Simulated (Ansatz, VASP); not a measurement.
## One calculation of Cd, two programs

File INCAR:

```
SYSTEM = Cd
ALGO = Fast
EDIFF = 1E-7
ENCUT = 520
GGA = PE
ISIF = 2
ISMEAR = 0
LASPH = .TRUE.
LCHARG = .TRUE.
LELF = .TRUE.
LREAL = .FALSE.
LVHAR = .TRUE.
LWAVE = .FALSE.
NBANDS = 12
NELM = 80
PREC = Accurate
SIGMA = 0.15
```

KPOINTS

```
k-points
0
G
  18 18 18
  0 0 0
```

The input POSCAR:

```
Cd
1.0
    0.0000000000      2.3443196358      2.2541534960
    2.2241732545      0.0000000000      2.2541534960
    2.2241732545      2.3443196358      0.0000000000
Cd
1
Direct
    0.0000000000      0.0000000000      0.0000000000
```

Input for Ansatz:

```yaml
crystal:
  lattice:
    - [0.0, 2.3443196358, 2.254153496]
    - [2.2241732545, 0.0, 2.254153496]
    - [2.2241732545, 2.3443196358, 0.0]
  atoms:
    - { symbol: Cd, position: [0.0, 0.0, 0.0] }
basis:
  ecutwfc: 420
kpoints:
  mp_grid: { grid: [18, 18, 18] }
hamiltonian:
  xc: pbe
scf:
  occupations: { method: gaussian, width: 0.15 }
output:
  forces: true
  stress: true
  eigenvalues: true
```

Change from the starting cell: normal strain along x -0.0133, normal strain along y +0.0400.

Alike in both runs: task single point; functional PBE; k mesh 18 × 18 × 18; occupations gaussian, width 0.15 eV; no spin polarisation.

|  | VASP | Ansatz |
| --- | --- | --- |
| version | VASP 6.6.1 | Ansatz 0.2.0 |
| potentials or method | VASP PAW PBE potentials, release 64 (Cd), cutoff 520 eV | scalar-relativistic, plane waves, PAW |
| valence electrons in the cell | 12 | 20 |

```tsv
	VASP	Ansatz	Ansatz less VASP
gap on the k mesh at the Fermi level (eV)	none	none	-
pressure (GPa)	-0.9	-1.1	-0.21
traceless stress, the component that is largest in VASP (GPa)	-0.93	-0.92	+0.008
```

A gap of «none» marks a metal or a gap that the smearing closes. VASP's potentials hold 12 valence electrons a cell and Ansatz's 20, so a difference there can come from the potentials and not from the codes.
